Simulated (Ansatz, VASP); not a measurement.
# Ag in VASP and in Ansatz

File INCAR:

```
SYSTEM = Ag
  ALGO = Normal
  EDIFF = 1E-6
  EDIFFG = -0.04
  ENCUT = 600
  GGA = PE
  IBRION = 2
  ISIF = 3
  ISMEAR = 0
  LASPH = .TRUE.
  LCHARG = .FALSE.
  LREAL = .FALSE.
  LWAVE = .FALSE.
  NELM = 100
  NSW = 90
  PREC = Accurate
  SIGMA = 0.1
```

KPOINTS

```
k-points
0
G
  4 4 4
  0 0 0
```

Contents of POSCAR:

```
Ag
1.0
    0.0000000000      3.8874896900      3.8874896900
    3.8874896900      0.0000000000      3.8874896900
    3.8874896900      3.8874896900      0.0000000000
Ag
6
Direct
    0.7482120200      0.2517879800      0.2517879800
    0.2517879800      0.7482120200      0.7482120200
    0.2517879800      0.7482120200      0.2517879800
    0.7482120200      0.2517879800      0.7482120200
    0.2517879800      0.2517879800      0.7482120200
    0.7482120200      0.7482120200      0.2517879800
```

Input for Ansatz:

```yaml
crystal:
  lattice:
    - [0.0, 3.88748969, 3.88748969]
    - [3.88748969, 0.0, 3.88748969]
    - [3.88748969, 3.88748969, 0.0]
  atoms:
    - { symbol: Ag, position: [0.74821202, 0.25178798, 0.25178798] }
    - { symbol: Ag, position: [0.25178798, 0.74821202, 0.74821202] }
    - { symbol: Ag, position: [0.25178798, 0.74821202, 0.25178798] }
    - { symbol: Ag, position: [0.74821202, 0.25178798, 0.74821202] }
    - { symbol: Ag, position: [0.25178798, 0.25178798, 0.74821202] }
    - { symbol: Ag, position: [0.74821202, 0.74821202, 0.25178798] }
basis:
  ecutwfc: 420
kpoints:
  mp_grid: { grid: [4, 4, 4] }
hamiltonian:
  xc: pbe
scf:
  occupations: { method: gaussian, width: 0.1 }
  lower_state_search: "off"
output:
  forces: true
  stress: true
  eigenvalues: true
relax:
  adjacent_minimum: "off"
  f_tol: 0.04
  max_steps: 70
  cell: { stress_tol: 0.4 }
```

Alike in both runs: task relaxation of cell and atoms; functional PBE; k mesh 4 × 4 × 4; occupations gaussian, width 0.1 eV; no spin polarisation.

|  | VASP | Ansatz |
| --- | --- | --- |
| version | VASP 6.6.1 | Ansatz 0.2.0 |
| potentials or method | VASP PAW PBE potentials, release 64 (Ag), cutoff 600 eV | scalar-relativistic, plane waves, PAW |
| valence electrons in the cell | 66 | 114 |

Ansatz gave:

```
gap on the k mesh at the Fermi level, each at its own relaxed structure (eV) : none
relaxed volume (Å³/atom)                                                     : 21.11
relaxed length of the cell vector where the two differ most in proportion (Å)              : 5.637
```

Problem. What did VASP give for the same quantities?

Solution. gap on the k mesh at the Fermi level, each at its own relaxed structure (eV): none; relaxed volume (Å³/atom): 21.13; relaxed length of the cell vector where the two differ most in proportion (Å): 5.638.

A gap of «none» marks a metal or a gap that the smearing closes. VASP's potentials hold 66 valence electrons a cell and Ansatz's 114, so a difference there can come from the potentials and not from the codes.
